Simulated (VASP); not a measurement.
Here is a VASP 6.6.1 calculation.

INCAR

```
SYSTEM = K2S
  PREC = Accurate
  ENCUT = 500
  EDIFF = 1E-7
  ISMEAR = -1
  SIGMA = 0.02
  LREAL = .False.
  LASPH = .True.
  NELM = 120
  ALGO = Normal
  ISIF = 3
  LWAVE = .False.
  LCHARG = .False.
  GGA = PS
  IBRION = 2
  NSW = 80
  EDIFFG = -0.005
  GGA_COMPAT = .False.
  NELMIN = 4
```

Contents of KPOINTS:

```
Automatic mesh
0
Gamma
  6 6 6
  0 0 0
```

Contents of POSCAR:

```
K2S
1.0
    0.0000000000      3.7306299260      3.7306299260
    3.7306299260      0.0000000000      3.7306299260
    3.7306299260      3.7306299260      0.0000000000
K S
2 1
Direct
    0.2500000000      0.2500000000      0.2500000000
    0.7500000000      0.7500000000      0.7500000000
    0.0000000000      0.0000000000      0.0000000000
```

Potentials or basis: VASP PAW PBE potentials, release 64 (K_sv, S).

Launch:

```bash
$ cat potpaw_PBE.64/K_sv/POTCAR potpaw_PBE.64/S/POTCAR > POTCAR
$ mpirun -np 1 vasp_std > vasp.out
```

(1) Predict the relaxed cell.

(2) What does it give for the space group after relaxing (to 0.1 Å)?

Results:

(1) a = 5.194 Å, b = 5.194 Å, c = 5.194 Å, α = 60.00°, β = 60.00°, γ = 60.00°.

(2) Fm-3m (No. 225).
